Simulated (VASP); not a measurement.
## LiF: single point with PBE

Crystal: LiF.

```
CELL_PARAMETERS angstrom
3.09303 0.00000 0.00000
-1.54651 2.67864 0.00000
0.00000 0.00000 4.85453
ATOMIC_POSITIONS crystal
Li 0.33333 0.66667 0.38090
Li 0.66667 0.33333 0.88090
F 0.33333 0.66667 0.99410
F 0.66667 0.33333 0.49410
```

| Quantity | Value |
| --- | --- |
| Program | VASP 6.6.1 |
| Task | single point |
| Functional | PBE |
| Potentials or basis | VASP PAW PBE potentials, release 64 (Li_sv, F) |
| Cutoff | 520 eV |
| k mesh | 9 × 9 × 4 |
| Occupations | gaussian, width 0.01 eV |
| Spin | no spin polarisation |
| Dipole correction | no |
| Further INCAR settings | ALGO = Normal; EDIFF = 1e-06; NBANDS = 18 |

```yaml
Largest_force: 0.004 eV/Å
Band_gap_on_the_k_mesh: 7.75 eV
```

Forces in eV/Å, atoms in the order of the input:
```
Li   0.000  0.000  0.004
Li   0.000  0.000  0.004
F    0.000  0.000 -0.004
F    0.000  0.000 -0.004
```

Levels at points of the mesh, in eV from the valence-band top:
```
           k point  band 7  band 8  band 9  band 10  band 11  band 12  band 13  band 14
(0.00, 0.00, 0.00)   -0.45   -0.14   -0.14     0.00     7.75    11.99    15.15    18.49
(0.00, 0.00, 0.50)   -0.30   -0.30   -0.30    -0.30     9.43     9.43    17.54    17.54
```

It took 15 s on 1 thread of Intel(R) Xeon(R) Platinum 8488C (Sapphire Rapids), with other jobs on the host, peak memory 0.16 GiB.

Caveat: an odd mesh through Γ misses points on the zone boundary, where band edges can lie.
